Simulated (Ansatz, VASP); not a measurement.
Two plane-wave programs on Co3Si4Ni

```xyz
8
Lattice="3.1398 1.8131 2.5765 -3.1396 1.8123 2.5768 -0.0005 -3.6242 2.5758" Properties=species:S:1:pos:R:3 pbc="T T T"
Co    1.5511   -1.6623    4.2475
Co    0.6650    2.1757    4.2482
Co   -2.2166   -0.5112    4.2480
Si   -1.5636    1.6000    3.4512
Si   -0.0003    0.0010    5.0910
Si   -0.6042   -2.1534    3.4506
Si    2.1674    0.5549    3.4511
Ni    0.0000    0.0003    2.7284
```

Change from the starting cell: cell x1, atoms moved at random (sigma 0.05 Å) and cell strained at random (1.5 %), then relaxed without symmetry.

Alike in both runs: functional PBE; k mesh 6 × 6 × 6; occupations gaussian, width 0.2 eV; no spin polarisation.

Ansatz relaxed the structure, and its values are those at the end. VASP's run is a single point on that final structure, the one shown.

```csv
,VASP,Ansatz
version,VASP 6.6.1,Ansatz 0.2.0
potentials or method,"VASP PAW PBE potentials, release 64 (Co, Si, Ni), cutoff 520 eV","scalar-relativistic, plane waves, PAW"
valence electrons in the cell,53,85
```

```csv
,VASP,Ansatz,Ansatz less VASP
gap on the k mesh at the Fermi level (eV),none,none,-
pressure (GPa),0.0,0.0,+0.06
```

A gap of «none» marks a metal or a gap that the smearing closes. With one functional, cell and mesh, what is left measures potentials, basis and numerics. VASP's potentials hold 53 valence electrons a cell and Ansatz's 85, so a difference there can come from the potentials and not from the codes.
